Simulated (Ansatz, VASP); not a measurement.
## Two plane-wave programs on LaRe

```xyz
2
Lattice="3.5970 0.0000 0.0000 0.0000 3.5970 0.0000 0.0000 0.0000 3.5970" Properties=species:S:1:pos:R:3 pbc="T T T"
La    0.0000    0.0000    0.0000
Re    1.7985    1.7985    1.7985
```

Alike in both runs: task single point; functional r2SCAN; k mesh 10 × 10 × 10; occupations gaussian, width 0.05 eV; no spin polarisation.

|  | VASP | Ansatz |
| --- | --- | --- |
| version | VASP 6.6.1 | Ansatz 0.2.0 |
| potentials or method | VASP PAW PBE potentials, release 64 (La, Re), cutoff 520 eV | scalar-relativistic, plane waves, PAW |
| valence electrons in the cell | 18 | 26 |

Ansatz gave:

* gap on the k mesh at the Fermi level (eV): none
* pressure (GPa): -1.8

Problem. Which values does VASP return?

Solution. gap on the k mesh at the Fermi level (eV): none; pressure (GPa): -2.0.

VASP's potentials were made for PBE, not for r2SCAN. A gap of «none» marks a metal or a gap that the smearing closes. VASP's potentials hold 18 valence electrons a cell and Ansatz's 26, so a difference there can come from the potentials and not from the codes.

Neither program's run includes spin-orbit coupling.
